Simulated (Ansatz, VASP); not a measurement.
# MgO: VASP beside Ansatz

```
Mg O
1.0
     2.74568    0.00000    0.00000
     0.00000    2.74568    0.00000
     0.00000    0.00000    2.74568
Mg O
1 1
Cartesian
  0.0000 0.0000 0.0000
  1.3728 1.3728 1.3728
```

Alike in both runs: task single point; functional PBE; k mesh 10 × 10 × 10; occupations gaussian, width 0.02 eV; no spin polarisation.

|  | VASP | Ansatz |
| --- | --- | --- |
| version | VASP 6.6.1 | Ansatz 0.2.0 |
| potentials or method | VASP PAW PBE potentials, release 64 (Mg, O), cutoff 520 eV | scalar-relativistic, plane waves, PAW |
| valence electrons in the cell | 8 | 16 |

|  | VASP | Ansatz | Ansatz less VASP |
| --- | --- | --- | --- |
| gap on the k mesh at the Fermi level (eV) | 1.48 | 1.50 | +0.023 |
| least direct gap on the mesh (eV) | 2.35 | 2.37 | +0.021 |
| pressure (GPa) | -11.5 | -10.9 | +0.62 |

VASP's potentials hold 8 valence electrons a cell and Ansatz's 16, so a difference there can come from the potentials and not from the codes.
